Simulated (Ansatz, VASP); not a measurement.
## One calculation of CdS, two programs

Contents of INCAR:

```
ALGO = Normal
EDIFF = 1E-6
ENCUT = 520
ISIF = 2
ISMEAR = 0
LASPH = T
LCHARG = T
LELF = T
LREAL = F
LVHAR = T
LWAVE = F
NBANDS = 26
NELM = 60
PREC = Accurate
SIGMA = 0.01
```

KPOINTS

```
k-points
0
Gamma
  6 6 4
```

The input POSCAR:

```
CdS
1.0
    4.1500000000      0.0000000000      0.0000000000
   -2.0750000000      3.5940054300      0.0000000000
    0.0000000000      0.0000000000      6.7370000000
Cd S
2 2
Direct
    0.3333333300      0.6666666700      0.0000000000
    0.6666666700      0.3333333300      0.5000000000
    0.3333333300      0.6666666700      0.3750000000
    0.6666666700      0.3333333300      0.8750000000
```

Input for Ansatz:

```yaml
crystal:
  lattice:
    - [4.15, 0.0, 0.0]
    - [-2.075, 3.59400543, 0.0]
    - [0.0, 0.0, 6.737]
  atoms:
    - { symbol: Cd, position: [0.33333333000000004, 0.66666667, 0.0] }
    - { symbol: Cd, position: [0.66666667, 0.33333333, 0.5] }
    - { symbol: S, position: [0.33333333000000004, 0.66666667, 0.37499999999999994] }
    - { symbol: S, position: [0.66666667, 0.33333333, 0.875] }
kpoints:
  mp_grid:
    grid: [6, 6, 4]
hamiltonian:
  xc: lda
scf:
  occupations:
    method: fixed
output:
  eigenvalues: true
```

Alike in both runs: task single point; functional LDA; k mesh 6 × 6 × 4; no spin polarisation.

|  | VASP | Ansatz |
| --- | --- | --- |
| version | VASP 6.6.1 | Ansatz 0.2.0 |
| potentials or method | VASP PAW LDA potentials, release 64 (Cd, S) | plane waves, PAW |
| plane-wave cutoff (eV) | 520 | 420 |
| occupations | gaussian, width 0.01 eV | fixed |
| valence electrons in the cell | 36 | 52 |

```tsv
	VASP	Ansatz	Ansatz less VASP
gap on the k mesh at the Fermi level (eV)	0.94	0.91	-0.028
```

LDA's correlation is that of Perdew and Zunger in VASP and of Perdew and Wang (1992) in Ansatz. VASP's potentials hold 36 valence electrons a cell and Ansatz's 52, so a difference there can come from the potentials and not from the codes.
